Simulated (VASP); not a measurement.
# Cu in VASP: notebook

Runs on Cu. Level: PBE. Tasks: single point.

Everything below comes from runs of VASP 6.6.1. Logs are shortened: lines on timing, memory, paths and dates and some standing lists are left out, and cuts for length are marked.

### 1 The cell of the first run

The cell holds a wire or tube with vacuum around it, 6 atoms: a = 12.600 Å, b = 12.900 Å, c = 2.419 Å, α = 90.00°, β = 90.00°, γ = 90.00°.

### 2 Single point, PBE

File INCAR:

```
PREC = Accurate ; ENCUT = 520
EDIFF = 1E-6 ; ISMEAR = 0
SIGMA = 0.05 ; LREAL = False
LASPH = True ; NELM = 60
ALGO = Normal ; ISIF = 2
LWAVE = False ; LCHARG = False
GGA = PE ; NBANDS = 42
```

File KPOINTS:

```
Automatic mesh
0
Gamma
  1 1 15
```

File POSCAR:

```
Cu
1.0
   12.6000000000      0.0000000000      0.0000000000
    0.0000000000     12.9000000000      0.0000000000
    0.0000000000      0.0000000000      2.4189030988
Cu
6
Direct
    0.6637468571      0.6602108776      0.0000000000
    0.3215593444      0.5588782415      0.5000000000
    0.6413963444      0.4952410835      0.5000000000
    0.5607826296      0.3258854713      0.5000000000
    0.4948482300      0.6379803549      0.5000000000
    0.4617042253      0.4624918898      0.0000000000
```

Potentials or basis: VASP PAW PBE potentials, release 64 (Cu).

Command:

```
$ cat potpaw_PBE.64/Cu/POTCAR > POTCAR
$ mpirun -np 1 vasp_std > vasp.out
```

OUTCAR:

```text
PREC = Accurate
   ENCUT = 520
   EDIFF = 1E-6
   ISMEAR = 0
   LREAL = False
   LASPH = True
   NELM = 60
   ISIF = 2
   GGA = PE

 ion  position               nearest neighbor table
   1  0.664  0.660  0.000-   3 2.46   3 2.46   5 2.46   5 2.46
   2  0.322  0.559  0.500-   5 2.41   6 2.48   6 2.48
   3  0.641  0.495  0.500-   4 2.41   1 2.46   1 2.46   6 2.60   6 2.60   5 2.61
   4  0.561  0.326  0.500-   3 2.41   6 2.48   6 2.48
   5  0.495  0.638  0.500-   2 2.41   1 2.46   1 2.46   6 2.60   6 2.60   3 2.61
   6  0.462  0.462  0.000-   4 2.48   4 2.48   2 2.48   2 2.48   5 2.60   5 2.60   3 2.60   3 2.60

  LATTYP: Found a simple orthorhombic cell.
 ALAT       =     2.4189030988
 B/A-ratio  =     5.2089726150
 C/A-ratio  =     5.3329957725

  Lattice vectors:

 A1 = (   0.0000000000,   0.0000000000,   2.4189030988)
 A2 = (  12.6000000000,   0.0000000000,   0.0000000000)
 A3 = (   0.0000000000,  12.9000000000,   0.0000000000)

Analysis of symmetry for initial positions (statically):
=====================================================================
 Subroutine PRICEL returns:
 Original cell was already a primitive cell.

 Routine SETGRP: Setting up the symmetry group for a
 simple orthorhombic supercell.

 Subroutine GETGRP returns: Found  2 space group operations
 (whereof  2 operations were pure point group operations)
 out of a pool of  8 trial point group operations.

The static configuration has the point symmetry C_1h.

Analysis of symmetry for dynamics (positions and initial velocities):
=====================================================================
 Subroutine PRICEL returns:
 Original cell was already a primitive cell.

 Routine SETGRP: Setting up the symmetry group for a
 simple orthorhombic supercell.

 Subroutine GETGRP returns: Found  2 space group operations
 (whereof  2 operations were pure point group operations)
 out of a pool of  8 trial point group operations.

The dynamic configuration has the point symmetry C_1h.

 Subroutine INISYM returns: Found  2 space group operations
 (whereof  2 operations are pure point group operations),
 and found     1 'primitive' translations

----------------------------------------------------------------------------------------

                                     Primitive cell

  volume of cell :     393.1685

  direct lattice vectors                    reciprocal lattice vectors
    12.600000000  0.000000000  0.000000000     0.079365079  0.000000000  0.000000000
     0.000000000 12.900000000  0.000000000     0.000000000  0.077519380  0.000000000
     0.000000000  0.000000000  2.418903099     0.000000000  0.000000000  0.413410525

  length of vectors
    12.600000000 12.900000000  2.418903099     0.079365079  0.077519380  0.413410525

  position of ions in fractional coordinates (direct lattice)
     0.663746857  0.660210878  0.000000000
     0.321559344  0.558878241  0.500000000
     0.641396344  0.495241083  0.500000000
     0.560782630  0.325885471  0.500000000
     0.494848230  0.637980355  0.500000000
     0.461704225  0.462491890  0.000000000

  ion indices of the primitive-cell ions
   primitive index   ion index
                 1           1
                 2           2
                 3           3
                 4           4
                 5           5
                 6           6

----------------------------------------------------------------------------------------

 KPOINTS: Automatic mesh

Automatic generation of k-mesh.
 Grid dimensions read from file:
 generate k-points for:    1    1   15

 Generating k-lattice:

  Cartesian coordinates                     Fractional coordinates (reciprocal lattice)
     0.079365079  0.000000000  0.000000000     1.000000000  0.000000000  0.000000000
     0.000000000  0.077519380  0.000000000     0.000000000  1.000000000  0.000000000
     0.000000000  0.000000000  0.027560702     0.000000000  0.000000000  0.066666667

  Length of vectors
     0.079365079  0.077519380  0.027560702

  Shift w.r.t. Gamma in fractional coordinates (k-lattice)
     0.000000000  0.000000000  0.000000000

 Subroutine IBZKPT returns following result:
 ===========================================

 Found      8 irreducible k-points:

 Following reciprocal coordinates:
            Coordinates               Weight
  0.000000  0.000000  0.000000      1.000000
  0.000000  0.000000  0.066667      2.000000
  0.000000  0.000000  0.133333      2.000000
  0.000000  0.000000  0.200000      2.000000
  0.000000  0.000000  0.266667      2.000000
  0.000000  0.000000  0.333333      2.000000
  0.000000  0.000000  0.400000      2.000000
  0.000000  0.000000  0.466667      2.000000
   k-points           NKPTS =      8   k-points in BZ     NKDIM =      8   number of bands    NBANDS=     42
   number of dos      NEDOS =    301   number of ions     NIONS =      6
   total plane-waves  NPLWV = 165888
   dimension x,y,z NGX =    96 NGY =   96 NGZ =   18
   dimension x,y,z NGXF=   192 NGYF=  192 NGZF=   36
   ions per type =               6
   NGX,Y,Z   is equivalent  to a cutoff of  12.67, 12.37, 12.37 a.u.
   NGXF,Y,Z  is equivalent  to a cutoff of  25.33, 24.74, 24.74 a.u.
 SYSTEM =  unknown system
   PREC   = accura    normal or accurate (medium, high low for compatibility)
   ISTART =      0    job   : 0-new  1-cont  2-samecut
   ICHARG =      2    charge: 1-file 2-atom 10-const
   ISPIN  =      1    spin polarized calculation?
   LNONCOLLINEAR =      F non collinear calculations
   LSORBIT =      F    spin-orbit coupling
   LASPH  =      T    aspherical Exc in radial PAW
   ENCUT  =  520.0 eV  38.22 Ry    6.18 a.u.  23.43 23.99  4.50*2*pi/ulx,y,z
   NELM   =     60;   NELMIN=  2; NELMDL= -5     # of ELM steps
   EDIFF  = 0.1E-05   stopping-criterion for ELM
   LREAL  =      F    real-space projection
   EDIFFG = 0.1E-04   stopping-criterion for IOM
   NSW    =      0    number of steps for IOM
   IBRION =     -1    ionic relax: 0-MD 1-quasi-New 2-CG
   NFREE  =      0    steps in history (QN), initial steepest desc. (CG)
   ISIF   =      2    stress and relaxation
   ISYM   =      2    0-nonsym 1-usesym 2-fastsym
   POTIM  = 0.5000    time-step for ionic-motion
   TEBEG  =    0.0;   TEEND  =   0.0 temperature during run
   PSTRESS=    0.0 pullay stress
   NELECT =      66.0000    total number of electrons
   NUPDOWN=      -1.0000    fix difference up-down
   EMIN   =  10.00;   EMAX   =-10.00  energy-range for DOS
   EFERMI =   0.00;   METHOD = LEGACY
   ISMEAR =     0;   SIGMA  =   0.05  broadening in eV -4-tet -1-fermi 0-gaus
   EFERMI_NEDOS =   21; number of points for ismear=-14 and -15
   IALGO  =     38    algorithm
   IMIX   =      4    mixing-type and parameters
     AMIX     =   0.40;   BMIX     =  1.00
     AMIX_MAG =   1.60;   BMIX_MAG =  1.00
  volume/ion in A,a.u.               =      65.53       442.21
  Fermi-wavevector in a.u.,A,eV,Ry     =   0.903088  1.706588 11.096467  0.815567
  Thomas-Fermi vector in A             =   2.026370
   LORBIT       =      0    0 simple, 1 ext, 2 COOP (PROOUT), +10 PAW based schemes
   GGA     = PE    functional components
   LHFCALC =     F    Hartree Fock is set to
   AEXX    =    0.0000 exact exchange contribution
   IVDW    =     0    specifies the selected vdW correction
   LEPSILON=     F    determine dielectric tensor
   LRPA    =     F    only Hartree local field effects (RPA)
 non-spin polarized calculation
 Gauss-broadening in eV      SIGMA  =   0.05
  energy-cutoff  :      520.00
  volume of cell :      393.17
 maximum number of plane-waves:     10665
 NGX is ok and might be reduce to    96
   NGX = 47   NGY = 47   NGZ =  9

 number of electron      66.0000012 magnetization

 Free energy of the ion-electron system (eV)
  ---------------------------------------------------
  ext. energy  EPLUGINS =         0.00000000
  ---------------------------------------------------
  free energy    TOTEN  =       -17.42953466 eV

  energy without entropy =      -17.42001278  energy(sigma->0) =      -17.42477372

 E-fermi :  -2.2929     XC(G=0):  -3.7040

 val. band max:       -2.2962150246   @ k =   0.0000   0.0000   0.1333
 cond. band min:      -2.2651276216   @ k =   0.0000   0.0000   0.1333
 fundamental gap:      0.0310874030
 Fermi energy:        -2.2929191064

 k-point     1 :       0.0000    0.0000    0.0000
  band No.  band energies     occupation
      1      -9.8896      2.00000
      2      -7.9263      2.00000
      3      -7.6622      2.00000
      4      -6.7158      2.00000
      5      -6.6221      2.00000
      6      -6.3891      2.00000
[... 34 lines left out ...]
     41       1.6756      0.00000
     42       2.0686      0.00000

 k-point     2 :       0.0000    0.0000    0.0667
  band No.  band energies     occupation
      1      -9.7731      2.00000
      2      -7.8197      2.00000
      3      -7.5577      2.00000
      4      -6.6363      2.00000
      5      -6.5417      2.00000
      6      -6.2908      2.00000
[... 34 lines left out ...]
     41       1.7837      0.00000
     42       2.1732      0.00000

 k-point     3 :       0.0000    0.0000    0.1333
  band No.  band energies     occupation
      1      -9.4318      2.00000
      2      -7.5196      2.00000
      3      -7.2688      2.00000
      4      -6.4248      2.00000
      5      -6.3223      2.00000
      6      -6.0181      2.00000
[... 34 lines left out ...]
     41       2.1079      0.00000
     42       2.4872      0.00000

 k-point     4 :       0.0000    0.0000    0.2000
  band No.  band energies     occupation
      1      -8.8942      2.00000
      2      -7.0998      2.00000
      3      -6.8923      2.00000
      4      -6.1694      2.00000
      5      -6.0391      2.00000
      6      -5.7161      2.00000
[... 34 lines left out ...]
     41       2.6481      0.00000
     42       3.0122      0.00000

 k-point     5 :       0.0000    0.0000    0.2667
  band No.  band energies     occupation
      1      -8.2230      2.00000
      2      -6.7185      2.00000
      3      -6.6210      2.00000
      4      -5.9992      2.00000
      5      -5.8592      2.00000
      6      -5.7729      2.00000
[... 34 lines left out ...]
     41       3.4019      0.00000
     42       3.7491      0.00000

 k-point     6 :       0.0000    0.0000    0.3333
  band No.  band energies     occupation
      1      -7.5391      2.00000
      2      -6.5505      2.00000
      3      -6.5274      2.00000
      4      -5.9957      2.00000
      5      -5.9376      2.00000
      6      -5.9371      2.00000
[... 34 lines left out ...]
     41       4.0487      0.00000
     42       4.3364      0.00000

 k-point     7 :       0.0000    0.0000    0.4000
  band No.  band energies     occupation
      1      -7.0002      2.00000
      2      -6.5740      2.00000
      3      -6.4879      2.00000
      4      -6.1560      2.00000
      5      -6.0802      2.00000
      6      -6.0272      2.00000
[... 34 lines left out ...]
     41       4.2979      0.00000
     42       4.6660      0.00000

 k-point     8 :       0.0000    0.0000    0.4667
  band No.  band energies     occupation
      1      -6.6717      2.00000
      2      -6.6011      2.00000
      3      -6.4902      2.00000
      4      -6.3457      2.00000
      5      -6.1606      2.00000
      6      -6.0741      2.00000
[... 34 lines left out ...]
     41       4.4411      0.00000
     42       5.3106      0.00000

------------------------ aborting loop because EDIFF is reached ----------------------------------------

  FORCE on cell =-STRESS in cart. coord.  units (eV):
  Direction    XX          YY          ZZ          XY          YZ          ZX
  --------------------------------------------------------------------------------------
  -------------------------------------------------------------------------------------
  Total        0.0525539      0.0659051      0.2137969      0.0351609      0.0000000      0.0000000
  in kB        0.2141594      0.2685658      0.8712310      0.1432819      0.0000000      0.0000000
  external PRESSURE =       0.4513188 kB  Pullay stress =       0.0000000 kB

 VOLUME and BASIS-vectors are now :
 -----------------------------------------------------------------------------
  energy-cutoff  :      520.00
  volume of cell :      393.17
      direct lattice vectors                 reciprocal lattice vectors
    12.600000000  0.000000000  0.000000000     0.079365079  0.000000000  0.000000000
     0.000000000 12.900000000  0.000000000     0.000000000  0.077519380  0.000000000
     0.000000000  0.000000000  2.418903099     0.000000000  0.000000000  0.413410525

 POSITION                                       TOTAL-FORCE (eV/Angst)
 -----------------------------------------------------------------------------------
      8.36321      8.51672      0.00000         0.020712      0.021030      0.000000
      4.05165      7.20953      1.20945        -0.031685     -0.000472      0.000000
      8.08159      6.38861      1.20945         0.011176      0.005475      0.000000
      7.06586      4.20392      1.20945        -0.000328     -0.033259      0.000000
      6.23509      8.22995      1.20945         0.004714      0.013465      0.000000
      5.81747      5.96615      0.00000        -0.004589     -0.006240      0.000000
 -----------------------------------------------------------------------------------
    total drift:                                0.002724     -0.000961     -0.000011

  FREE ENERGIE OF THE ION-ELECTRON SYSTEM (eV)
  ---------------------------------------------------
  free  energy   TOTEN  =       -17.4295346585 eV

  energy  without entropy=      -17.4200127820  energy(sigma->0) =      -17.42477372
```

Run time: 7.4 min. Hardware: 1 thread of AMD EPYC, shared host; peak memory 0.4 GiB.

Results:

| Property | Result |
| --- | --- |
| Free energy | -17.4295 eV |
| Largest force | 0.033 eV/Å |
| Band gap on the k mesh | zero (bands 33 and 34 overlap by 2.01 eV) |

Forces on the atoms (eV/Å):
```
Cu   0.021  0.021  0.000
Cu  -0.032  0.000  0.000
Cu   0.011  0.005  0.000
Cu   0.000 -0.033  0.000
Cu   0.005  0.013  0.000
Cu  -0.005 -0.006  0.000
```

### 3 Single point, PBE

This run uses another cell than the first one.

File INCAR:

```
SYSTEM = Cu
ALGO = Normal ; EDIFF = 1E-6
ENCUT = 520 ; GGA = PE
ISIF = 2 ; ISMEAR = 0
LASPH = .TRUE. ; LCHARG = .FALSE.
LREAL = .FALSE. ; LWAVE = .FALSE.
NBANDS = 42 ; NELM = 60
PREC = Accurate ; SIGMA = 0.05
```

File KPOINTS:

```
k-points
0
G
  1 1 15
  0 0 0
```

File POSCAR:

```
Cu
1.0
   12.6000000000      0.0000000000      0.0000000000
    0.0000000000     12.9000000000      0.0000000000
    0.0000000000      0.0000000000      3.6297482988
Cu
6
Direct
    0.6440376309      0.6406879186      0.0000000000
    0.3559623691      0.5000000000      0.5000000000
    0.6440376309      0.5000000000      0.5000000000
    0.5000000000      0.3593120814      0.5000000000
    0.5000000000      0.6406879186      0.5000000000
    0.5000000000      0.5000000000      0.0000000000
```

Potentials or basis: VASP PAW PBE potentials, release 64 (Cu).

Command:

```
$ cat potpaw_PBE.64/Cu/POTCAR > POTCAR
$ mpirun -np 1 vasp_std > vasp.out
```

It took 14 min on 1 thread of AMD EPYC, shared host; peak memory 0.57 GiB.

The run converged. Its results:

| Quantity | Value |
| --- | --- |
| Free energy | -15.7009 eV |
| Largest force | 1.007 eV/Å |

Forces on the atoms (eV/Å):
```
Cu  -0.681 -0.682  0.000
Cu   1.004  0.075  0.000
Cu  -0.696  0.394  0.000
Cu   0.075  1.004  0.000
Cu   0.394 -0.696  0.000
Cu  -0.097 -0.096  0.000
```

Levels at points of the mesh, in eV from the Fermi level:
```csv
k point,band 31,band 32,band 33,band 34,band 35,band 36
"(0.00, 0.00, 0.00)",-1.40,-1.31,-1.21,0.14,0.28,1.32
```
